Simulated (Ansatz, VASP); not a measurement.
La2Zr2O: VASP beside Ansatz

```
CELL_PARAMETERS angstrom
-1.98230 1.98230 6.74984
1.98230 -1.98230 6.74984
1.98230 1.98230 -6.74984
ATOMIC_POSITIONS crystal
La 0.25000 0.75000 0.50000
La 0.75000 0.25000 0.50000
Zr 0.34400 0.34400 0.00000
Zr 0.65600 0.65600 0.00000
O 0.00000 0.00000 0.00000
```

Change from the starting cell: species swapped into the Ce2BiO2 type (I4/mmm, No. 139).

Alike in both runs: task single point; functional PBE; k mesh 6 × 6 × 6; occupations gaussian, width 0.1 eV; no spin polarisation.

|  | VASP | Ansatz |
| --- | --- | --- |
| version | VASP 6.6.1 | Ansatz 0.2.0 |
| potentials or method | VASP PAW PBE potentials, release 64 (La, Zr_sv, O), cutoff 520 eV | scalar-relativistic, plane waves, PAW |
| valence electrons in the cell | 52 | 52 |

```tsv
	VASP	Ansatz	Ansatz less VASP
gap on the k mesh at the Fermi level (eV)	none	none	-
rms of the force components (eV/Å)	4.884	4.840	-0.0432
```

Atom by atom the forces differ by 0.043 eV/Å (rms over components). A gap of «none» marks a metal or a gap that the smearing closes.

The k mesh is coarse, so the values compare programs but aren't converged. Spin-orbit coupling is off throughout.
